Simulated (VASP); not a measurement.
# SiC (F-43m) in VASP: relaxation of cell and atoms with r2SCAN

Aim: the relaxation of cell and atoms of SiC with r2SCAN.

Everything below comes from runs of VASP 6.6.1. Logs are shortened: lines on timing, memory, paths and dates and some standing lists are left out, and cuts for length are marked.

**1. The cell of the first run**

Symmetry: F-43m, No. 216, cubic system. The conventional cell has a = 4.360 Å, b = 4.360 Å, c = 4.360 Å, α = 90.00°, β = 90.00°, γ = 90.00°. Within 2.5 Å of Si (site symmetry -43m) lie 4 C at 1.89 Å. C (site symmetry -43m) has 4 Si at 1.89 Å within 2.5 Å.

**2. Relaxation of cell and atoms, r2SCAN**

POSCAR

```
SiC
1.0
    4.3600000000      0.0000000000      0.0000000000
    0.0000000000      4.3600000000      0.0000000000
    0.0000000000      0.0000000000      4.3600000000
Si C
4 4
Direct
    0.0000000000      0.0000000000      0.0000000000
    0.0000000000      0.5000000000      0.5000000000
    0.5000000000      0.0000000000      0.5000000000
    0.5000000000      0.5000000000      0.0000000000
    0.2500000000      0.2500000000      0.2500000000
    0.2500000000      0.7500000000      0.7500000000
    0.7500000000      0.2500000000      0.7500000000
    0.7500000000      0.7500000000      0.2500000000
```

INCAR.step1

```
SYSTEM = SiC
  ALGO = Normal
  EDIFF = 1E-4
  ENCUT = 600
  GGA = PE
  ISMEAR = 0
  LASPH = .True.
  LCHARG = .False.
  LREAL = .False.
  LWAVE = .True.
  NELM = 100
  PREC = Accurate
  SIGMA = 0.01
```

INCAR.step2

```
SYSTEM = SiC
  ALGO = Normal
  EDIFF = 1E-6
  EDIFFG = -0.002
  ENCUT = 600
  IBRION = 2
  ISIF = 3
  ISMEAR = 0
  ISTART = 1
  LASPH = .True.
  LCHARG = .False.
  LMIXTAU = .True.
  LREAL = .False.
  LWAVE = .False.
  METAGGA = R2SCAN
  NELM = 100
  NSW = 80
  PREC = Accurate
  SIGMA = 0.01
```

KPOINTS

```
k-points
0
Gamma
  6 6 6
  0 0 0
```

Potentials or basis: VASP PAW PBE potentials, release 64 (Si, C).

Launch:

```console
$ cat potpaw_PBE.64/Si/POTCAR potpaw_PBE.64/C/POTCAR > POTCAR
$ cp INCAR.step1 INCAR
$ mpirun -np 1 vasp_std > vasp.out
$ cp INCAR.step2 INCAR
$ mpirun -np 1 vasp_std > vasp.out
```

OUTCAR:

```text
SYSTEM = SiC
   EDIFF = 1E-6
   EDIFFG = -0.002
   ENCUT = 600
   IBRION = 2
   ISIF = 3
   ISMEAR = 0
   ISTART = 1
   LASPH = .True.
   LREAL = .False.
   METAGGA = R2SCAN
   NELM = 100
   NSW = 80
   PREC = Accurate

 ion  position               nearest neighbor table
   1  0.000  0.000  0.000-   5 1.89   6 1.89   7 1.89   8 1.89   3 3.08   4 3.08   2 3.08   2 3.08
                             3 3.08   2 3.08   4 3.08   2 3.08   3 3.08   4 3.08   3 3.08   4 3.08
   2  0.000  0.500  0.500-   5 1.89   6 1.89   7 1.89   8 1.89   3 3.08   4 3.08   1 3.08   1 3.08
                             4 3.08   1 3.08   3 3.08   1 3.08   3 3.08   4 3.08   4 3.08   3 3.08
   3  0.500  0.000  0.500-   5 1.89   6 1.89   7 1.89   8 1.89   2 3.08   4 3.08   1 3.08   1 3.08
                             4 3.08   2 3.08   4 3.08   4 3.08   1 3.08   2 3.08   1 3.08   2 3.08
   4  0.500  0.500  0.000-   5 1.89   6 1.89   7 1.89   8 1.89   2 3.08   3 3.08   1 3.08   2 3.08
                             3 3.08   1 3.08   3 3.08   3 3.08   1 3.08   2 3.08   2 3.08   1 3.08
   5  0.250  0.250  0.250-   1 1.89   2 1.89   3 1.89   4 1.89
   6  0.250  0.750  0.750-   1 1.89   2 1.89   3 1.89   4 1.89
   7  0.750  0.250  0.750-   1 1.89   2 1.89   3 1.89   4 1.89
   8  0.750  0.750  0.250-   1 1.89   2 1.89   3 1.89   4 1.89

  LATTYP: Found a simple cubic cell.
 ALAT       =     4.3600000000

  Lattice vectors:

 A1 = (   4.3600000000,   0.0000000000,   0.0000000000)
 A2 = (   0.0000000000,   4.3600000000,   0.0000000000)
 A3 = (   0.0000000000,   0.0000000000,   4.3600000000)

Analysis of symmetry for initial positions (statically):
=====================================================================
 Subroutine PRICEL returns following result:

  LATTYP: Found a face centered cubic cell.
 ALAT       =     4.3600000000

  Lattice vectors:

 A1 = (   2.1800000000,  -2.1800000000,   0.0000000000)
 A2 = (   2.1800000000,   0.0000000000,   2.1800000000)
 A3 = (   0.0000000000,  -2.1800000000,   2.1800000000)

   4 primitive cells build up your supercell.

 Routine SETGRP: Setting up the symmetry group for a
 simple cubic supercell.

 Subroutine GETGRP returns: Found 24 space group operations
 (whereof 24 operations were pure point group operations)
 out of a pool of 48 trial point group operations.

The static configuration has the point symmetry T_d .

Analysis of symmetry for dynamics (positions and initial velocities):
=====================================================================
 Subroutine PRICEL returns following result:

  LATTYP: Found a face centered cubic cell.
 ALAT       =     4.3600000000

  Lattice vectors:

 A1 = (   2.1800000000,  -2.1800000000,   0.0000000000)
 A2 = (   2.1800000000,   0.0000000000,   2.1800000000)
 A3 = (   0.0000000000,  -2.1800000000,   2.1800000000)

   4 primitive cells build up your supercell.

 Routine SETGRP: Setting up the symmetry group for a
 simple cubic supercell.

 Subroutine GETGRP returns: Found 24 space group operations
 (whereof 24 operations were pure point group operations)
 out of a pool of 48 trial point group operations.

The dynamic configuration has the point symmetry T_d .

 Subroutine INISYM returns: Found 24 space group operations
 (whereof 24 operations are pure point group operations),
 and found     4 'primitive' translations

----------------------------------------------------------------------------------------

                                     Primitive cell

  volume of cell :      20.7205

  direct lattice vectors                    reciprocal lattice vectors
     2.180000000 -2.180000000  0.000000000     0.229357798 -0.229357798 -0.229357798
     2.180000000  0.000000000  2.180000000     0.229357798  0.229357798  0.229357798
     0.000000000 -2.180000000  2.180000000    -0.229357798 -0.229357798  0.229357798

  length of vectors
     3.082985566  3.082985566  3.082985566     0.397259360  0.397259360  0.397259360

  position of ions in fractional coordinates (direct lattice)
     0.000000000  0.000000000  0.000000000
     0.750000000  0.750000000  0.750000000

  ion indices of the primitive-cell ions
   primitive index   ion index
                 1           1
                 2           5

----------------------------------------------------------------------------------------

 KPOINTS: k-points

Automatic generation of k-mesh.
 Grid dimensions read from file:
 generate k-points for:    6    6    6

 Generating k-lattice:

  Cartesian coordinates                     Fractional coordinates (reciprocal lattice)
     0.038226300  0.000000000  0.000000000     0.166666667  0.000000000  0.000000000
     0.000000000  0.038226300  0.000000000     0.000000000  0.166666667  0.000000000
     0.000000000  0.000000000  0.038226300     0.000000000  0.000000000  0.166666667

  Length of vectors
     0.038226300  0.038226300  0.038226300

  Shift w.r.t. Gamma in fractional coordinates (k-lattice)
     0.000000000  0.000000000  0.000000000

 Subroutine IBZKPT returns following result:
 ===========================================

 Found     20 irreducible k-points:

 Following reciprocal coordinates:
            Coordinates               Weight
  0.000000  0.000000  0.000000      1.000000
  0.166667  0.000000  0.000000      6.000000
  0.333333  0.000000  0.000000      6.000000
  0.500000  0.000000  0.000000      3.000000
  0.166667  0.166667  0.000000     12.000000
  0.333333  0.166667  0.000000     24.000000
[... 12 lines left out ...]
  0.500000  0.500000  0.333333      6.000000
  0.500000  0.500000  0.500000      1.000000
   k-points           NKPTS =     20   k-points in BZ     NKDIM =     20   number of bands    NBANDS=     21
   number of dos      NEDOS =    301   number of ions     NIONS =      8
   total plane-waves  NPLWV =  46656
   dimension x,y,z NGX =    36 NGY =   36 NGZ =   36
   dimension x,y,z NGXF=    72 NGYF=   72 NGZF=   72
   ions per type =               4   4
   NGX,Y,Z   is equivalent  to a cutoff of  13.73, 13.73, 13.73 a.u.
   NGXF,Y,Z  is equivalent  to a cutoff of  27.45, 27.45, 27.45 a.u.
 SYSTEM =  SiC
   PREC   = accura    normal or accurate (medium, high low for compatibility)
   ISTART =      1    job   : 0-new  1-cont  2-samecut
   ICHARG =      0    charge: 1-file 2-atom 10-const
   ISPIN  =      1    spin polarized calculation?
   LNONCOLLINEAR =      F non collinear calculations
   LSORBIT =      F    spin-orbit coupling
   LASPH  =      T    aspherical Exc in radial PAW
   ENCUT  =  600.0 eV  44.10 Ry    6.64 a.u.   8.71  8.71  8.71*2*pi/ulx,y,z
   NELM   =    100;   NELMIN=  2; NELMDL=  0     # of ELM steps
   EDIFF  = 0.1E-05   stopping-criterion for ELM
   LREAL  =      F    real-space projection
   EDIFFG = -.2E-02   stopping-criterion for IOM
   NSW    =     80    number of steps for IOM
   IBRION =      2    ionic relax: 0-MD 1-quasi-New 2-CG
   NFREE  =      1    steps in history (QN), initial steepest desc. (CG)
   ISIF   =      3    stress and relaxation
   ISYM   =      2    0-nonsym 1-usesym 2-fastsym
   POTIM  = 0.5000    time-step for ionic-motion
   TEBEG  =    0.0;   TEEND  =   0.0 temperature during run
   PSTRESS=    0.0 pullay stress
   NELECT =      32.0000    total number of electrons
   NUPDOWN=      -1.0000    fix difference up-down
   EMIN   =  10.00;   EMAX   =-10.00  energy-range for DOS
   EFERMI =   0.00;   METHOD = LEGACY
   ISMEAR =     0;   SIGMA  =   0.01  broadening in eV -4-tet -1-fermi 0-gaus
   EFERMI_NEDOS =   21; number of points for ismear=-14 and -15
   IALGO  =     38    algorithm
   IMIX   =      4    mixing-type and parameters
     AMIX     =   0.40;   BMIX     =  1.00
     AMIX_MAG =   1.60;   BMIX_MAG =  1.00
  volume/ion in A,a.u.               =      10.36        69.91
  Fermi-wavevector in a.u.,A,eV,Ry     =   1.192079  2.252702 19.334588  1.421052
  Thomas-Fermi vector in A             =   2.328126
   LORBIT       =      0    0 simple, 1 ext, 2 COOP (PROOUT), +10 PAW based schemes
   METAGGA = R2SCAN    functional components
   LHFCALC =     F    Hartree Fock is set to
   AEXX    =    0.0000 exact exchange contribution
   IVDW    =     0    specifies the selected vdW correction
   LEPSILON=     F    determine dielectric tensor
   LRPA    =     F    only Hartree local field effects (RPA)
 conjugate gradient relaxation of ions
 non-spin polarized calculation
 Gauss-broadening in eV      SIGMA  =   0.01
  energy-cutoff  :      600.00
  volume of cell :       82.88
 maximum number of plane-waves:      2800
 NGX is ok and might be reduce to    36
   NGX = 17   NGY = 17   NGZ = 17

--------------------------------------- Ionic step        1  -------------------------------------------

 number of electron      31.9999998 magnetization

 Free energy of the ion-electron system (eV)
  ---------------------------------------------------
  ext. energy  EPLUGINS =         0.00000000
  ---------------------------------------------------
  free energy    TOTEN  =       -77.31577274 eV

  energy without entropy =      -77.31577274  energy(sigma->0) =      -77.31577274

------------------------ aborting loop because EDIFF is reached ----------------------------------------

  FORCE on cell =-STRESS in cart. coord.  units (eV):
  Direction    XX          YY          ZZ          XY          YZ          ZX
  --------------------------------------------------------------------------------------
  -------------------------------------------------------------------------------------
  Total       -0.4788719     -0.4788719     -0.4788719      0.0000000     -0.0000000     -0.0000000
  in kB       -9.2570050     -9.2570050     -9.2570050      0.0000000     -0.0000000     -0.0000000
  external PRESSURE =      -9.2570050 kB  Pullay stress =       0.0000000 kB
[... 69 lines left out ...]
  energy  without entropy=      -77.3155267043  energy(sigma->0) =      -77.31552670

--------------------------------------- Ionic step        3  -------------------------------------------

 number of electron      31.9999998 magnetization

 Free energy of the ion-electron system (eV)
  ---------------------------------------------------
  ext. energy  EPLUGINS =         0.00000000
  ---------------------------------------------------
  free energy    TOTEN  =       -77.31675378 eV

  energy without entropy =      -77.31675378  energy(sigma->0) =      -77.31675378

 E-fermi :   8.0804     XC(G=0): -11.9465

 val. band max:        8.0115342088   @ k =   0.0000   0.0000   0.0000
 cond. band min:       9.7356677013   @ k =   0.0000   0.0000   0.0000
 fundamental gap:      1.7241334925
 Fermi energy:         8.0804221163

 k-point     1 :       0.0000    0.0000    0.0000
  band No.  band energies     occupation
      1      -8.1892      2.00000
      2      -3.0888      2.00000
      3      -3.0888      2.00000
      4      -3.0888      2.00000
      5      -0.0470      2.00000
      6      -0.0470      2.00000
[... 504 lines left out ...]
  FREE ENERGIE OF THE ION-ELECTRON SYSTEM (eV)
  ---------------------------------------------------
  free  energy   TOTEN  =       -77.3167537843 eV

  energy  without entropy=      -77.3167537843  energy(sigma->0) =      -77.31675378

 reached required accuracy - stopping structural energy minimisation
```

Run time: 7.8 min. Hardware: 1 thread of Intel Xeon 8259CL, shared host; peak memory 0.23 GiB.

Results:

```
Free energy                           : -77.3168 eV
Relaxed volume                        : 10.32 Å³/atom
Relaxed cell                          : a = 4.354 Å, b = 4.354 Å, c = 4.354 Å, α = 90.00°, β = 90.00°, γ = 90.00°
Space group after relaxing (to 0.1 Å) : F-43m (No. 216)
Energy gained by relaxing             : 0.1 meV/atom
Ionic steps                           : 3
Pressure after relaxing               : 0.0 GPa
Band gap on the k mesh                : 1.72 eV
```

Step by step:
| step | energy change (eV) | largest force (eV/Å) | pressure (GPa) | volume (Å³) |
| --- | --- | --- | --- | --- |
| 1 | 0.0000 | 0.0000 | -0.93 | 82.88 |
| 2 | 0.0002 | 0.0000 | 1.05 | 82.17 |
| 3 | -0.0010 | 0.0000 | 0.00 | 82.54 |

Final structure:
```yaml
crystal:
  lattice:
    - [4.35405, 0.00000, 0.00000]
    - [0.00000, 4.35405, 0.00000]
    - [0.00000, 0.00000, 4.35405]
  atoms:
    - { symbol: Si, position: [0.00000, 0.00000, 0.00000] }
    - { symbol: Si, position: [0.00000, 0.50000, 0.50000] }
    - { symbol: Si, position: [0.50000, 0.00000, 0.50000] }
    - { symbol: Si, position: [0.50000, 0.50000, 0.00000] }
    - { symbol: C, position: [0.25000, 0.25000, 0.25000] }
    - { symbol: C, position: [0.25000, 0.75000, 0.75000] }
    - { symbol: C, position: [0.75000, 0.25000, 0.75000] }
    - { symbol: C, position: [0.75000, 0.75000, 0.25000] }
```

Levels at points of the mesh, in eV from the valence-band top:
| k point | band 14 | band 15 | band 16 | band 17 | band 18 | band 19 |
| --- | --- | --- | --- | --- | --- | --- |
| (0.00, 0.00, 0.00) | 0.00 | 0.00 | 0.00 | 1.72 | 1.72 | 1.72 |
| (0.50, 0.00, 0.00) | -2.02 | -2.02 | -2.02 | 4.55 | 4.55 | 5.73 |
| (0.50, 0.50, 0.00) | -1.24 | -1.24 | -1.24 | 6.08 | 6.08 | 6.08 |
| (0.50, 0.50, 0.50) | -1.11 | -1.11 | -1.11 | 6.02 | 6.02 | 6.02 |

Caveat: the PAW data sets were made with another functional, which shifts forces and pressure a little.
